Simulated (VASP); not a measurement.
Wanted: the native input for a VASP 6.6.1 run.

* Task: single point
* Functional: PBEsol
* Potentials or basis: VASP PAW PBE potentials, release 64 (Ge_d)
* Cutoff: 520 eV
* k mesh: 26 × 26 × 26
* Occupations: gaussian, width 0.15 eV
* Spin: no spin polarisation
* Dipole correction: no
* Further INCAR settings: ALGO = Fast; EDIFF = 1e-07; NBANDS = 21

The structure of Ge lies in POSCAR:

```
Ge
1.0
   -2.6360198437      2.6343219704      1.3212728648
    2.6360198437     -2.6343219704      1.3212728648
    2.6360198437      2.6343219704     -1.3212728648
Ge
2
Direct
    0.1246462076      0.8746462076      0.2500000000
    0.8753537924      0.1253537924      0.7500000000
```

This cell differs from its parent crystal: ratio of the length along z to the lengths across it x 0.92, volume and fractional coordinates fixed.

These files were run (other wordings do the same):

INCAR

```
SYSTEM = Ge
PREC = Accurate
ENCUT = 520
EDIFF = 1E-7
ISMEAR = 0
SIGMA = 0.15
LREAL = .False.
LASPH = .True.
NELM = 60
ALGO = Fast
ISIF = 2
LWAVE = .False.
LCHARG = .False.
GGA = PS
NBANDS = 21
```

KPOINTS

```
regular mesh
0
Gamma
  26 26 26
  0 0 0
```

Potentials or basis: VASP PAW PBE potentials, release 64 (Ge_d).

Run with:

```bash
$ cat potpaw_PBE.64/Ge_d/POTCAR > POTCAR
$ mpirun -np 1 vasp_std > vasp.out
```

It gave:

```json
{
 "Pressure": "0.7 GPa",
 "Band gap on the k mesh": "zero (bands 14 and 15 overlap by 4.93 eV)"
}
```

Caveat: the stress differs along the axes, from -2 to 6 GPa; the PAW data sets were made with another functional, which shifts forces and pressure a little.

It took 43 min on 1 thread of Oxide Virtual Turin-like Processor, on a shared host, peak memory 1.4 GiB.
